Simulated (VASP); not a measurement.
# Ta4O: single point with PBE

The system is Ta4O.

```xyz
5
Lattice="3.2575 0.0000 0.0000 0.0000 3.2575 0.0000 0.0000 0.0000 7.4093" Properties=species:S:1:pos:R:3 pbc="T T T"
Ta    0.0000    0.0000    3.7047
Ta    1.6287    1.6287    5.8027
Ta    1.6287    1.6287    1.6067
Ta    0.0000    0.0000    0.0000
O     1.6287    1.6287    3.7047
```

```
Program                : VASP 6.6.1
Task                   : single point
Functional             : PBE
Potentials or basis    : VASP PAW PBE potentials, release 64 (Ta_pv, O)
Cutoff                 : 520 eV
k mesh                 : 12 × 12 × 6
Occupations            : tetrahedron
Spin                   : no spin polarisation
Dipole correction      : no
Further INCAR settings : ALGO = Normal; EDIFF = 1e-07; NBANDS = 33
```

| Property | Result |
| --- | --- |
| Pressure | -0.6 GPa |
| Largest force | 0.028 eV/Å |
| Band gap on the k mesh | zero (bands 25 and 26 overlap by 0.98 eV) |

Forces in eV/Å, atoms in the order of the input:
```
Ta   0.000  0.000  0.000
Ta   0.000  0.000 -0.028
Ta   0.000  0.000  0.028
Ta   0.000  0.000  0.000
O    0.000  0.000  0.000
```

Stress tensor (GPa, compression positive):
```
-0.38  0.00  0.00
 0.00 -0.38  0.00
 0.00  0.00 -0.91
```

Levels at points of the mesh, in eV from the Fermi level:
| k point | band 23 | band 24 | band 25 | band 26 | band 27 | band 28 |
| --- | --- | --- | --- | --- | --- | --- |
| (0.00, 0.00, 0.00) | -0.46 | -0.46 | -0.23 | 0.51 | 1.02 | 1.02 |
| (0.50, 0.00, 0.00) | -0.93 | -0.68 | 0.20 | 0.90 | 0.90 | 1.30 |
| (0.50, 0.50, 0.00) | -1.51 | -0.68 | -0.68 | 1.64 | 2.38 | 2.73 |
| (0.00, 0.00, 0.50) | -0.53 | -0.53 | 0.14 | 0.68 | 0.68 | 0.80 |
| (0.50, 0.00, 0.50) | -1.01 | -0.66 | -0.44 | 1.01 | 1.28 | 1.57 |
| (0.50, 0.50, 0.50) | -1.70 | 0.01 | 0.01 | 1.63 | 1.90 | 1.90 |

Run time: 7.3 min on 1 thread of Intel Xeon 8259CL, on a shared host, peak memory 0.35 GiB.

Caveat: spin-orbit coupling is left out, which moves the levels of the heavy elements; tetrahedron occupations give inexact forces and stress in metals.
